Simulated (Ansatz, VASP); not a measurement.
**Two plane-wave programs on GeS**

```
Ge S
1.0
    10.47000    0.00000    0.00000
     0.00000    3.64100    0.00000
     0.00000    0.00000    4.29700
Ge S
4 4
Cartesian
  6.5010 0.9103 1.5984
  9.2040 2.7308 3.7469
  1.2660 0.9103 0.5501
  3.9690 2.7308 2.6986
  8.9053 0.9103 2.1373
  6.7997 2.7308 -0.0112
  3.6703 0.9103 4.3082
  1.5647 2.7308 2.1597
```

Alike in both runs: functional PBE; k mesh 5 × 12 × 10; occupations fermi-dirac, width 0.02 eV; no spin polarisation.

Ansatz relaxed the structure, and its values are those at the end. VASP's run is a single point on that final structure, the one shown.

|  | VASP | Ansatz |
| --- | --- | --- |
| version | VASP 6.6.1 | Ansatz 0.2.0 |
| potentials or method | VASP PAW PBE potentials, release 64 (Ge_d, S) | plane-wave PAW, scalar-relativistic |
| plane-wave cutoff (eV) | 500 | 420 |
| valence electrons in the cell | 80 | 80 |

|  | VASP | Ansatz | Ansatz less VASP |
| --- | --- | --- | --- |
| gap on the k mesh at the Fermi level (eV) | 1.05 | 1.05 | +0.008 |
| pressure (GPa) | 1.8 | 1.9 | +0.09 |
| rms of the force components (eV/Å) | 0.008 | 0.007 | -0.0015 |

The functional is the same, so the differences come from potentials, cutoffs and numerics. Ansatz's warnings: stress scf threshold loose.
